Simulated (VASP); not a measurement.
Set up this calculation in VASP 6.6.1, as the native input.

| Property | Result |
| --- | --- |
| Task | single point |
| Functional | PBE |
| Dispersion | D3(BJ) |
| Potentials or basis | VASP PAW PBE potentials, release 64 (Pb_d, S) |
| Cutoff | 520 eV |
| k mesh | 16 × 16 × 16 |
| Occupations | gaussian, width 0.15 eV |
| Spin | no spin polarisation |
| Dipole correction | no |
| Further INCAR settings | ALGO = Normal; EDIFF = 1e-07; NBANDS = 17 |

The structure of PbS lies in POSCAR:

```
PbS
1.0
    3.3856374351      0.0000000000      0.0000000000
    0.0000000000      3.3856374351      0.0000000000
    0.0000000000      0.0000000000      3.6017419522
Pb S
1 1
Direct
    0.0000000000      0.0000000000      0.0000000000
    0.5000000000      0.5000000000      0.5000000000
```

This cell differs from its parent crystal: strain -0.0600 x Voigt [1, 1, 0, 0, 0, 0].

The input as run:

INCAR

```
SYSTEM = PbS
PREC = Accurate
ENCUT = 520
EDIFF = 1E-7
ISMEAR = 0
SIGMA = 0.15
LREAL = .False.
LASPH = .True.
NELM = 80
ALGO = Normal
ISIF = 2
LWAVE = .False.
LCHARG = .False.
GGA = PE
IVDW = 12
NBANDS = 17
```

KPOINTS

```
Automatic mesh
0
Gamma
  16 16 16
  0 0 0
```

Potentials or basis: VASP PAW PBE potentials, release 64 (Pb_d, S).

The run is started by

```sh
$ cat potpaw_PBE.64/Pb_d/POTCAR potpaw_PBE.64/S/POTCAR > POTCAR
$ mpirun -np 1 vasp_std > vasp.out
```

It gave:

* Pressure: 9.6 GPa
* Band gap on the k mesh: zero (bands 10 and 11 overlap by 1.71 eV)
* Dispersion energy per atom: -0.441 eV

Caveat: the cell differs from its parent crystal (strain -0.0600 x Voigt [1, 1, 0, 0, 0, 0]); the cell stands under pressure; spin-orbit coupling is left out, which moves the levels of the heavy elements.

Run time: 2.4 min on 1 thread of Intel(R) Xeon(R) Platinum 8488C (Sapphire Rapids), on a shared host, peak memory 0.38 GiB.
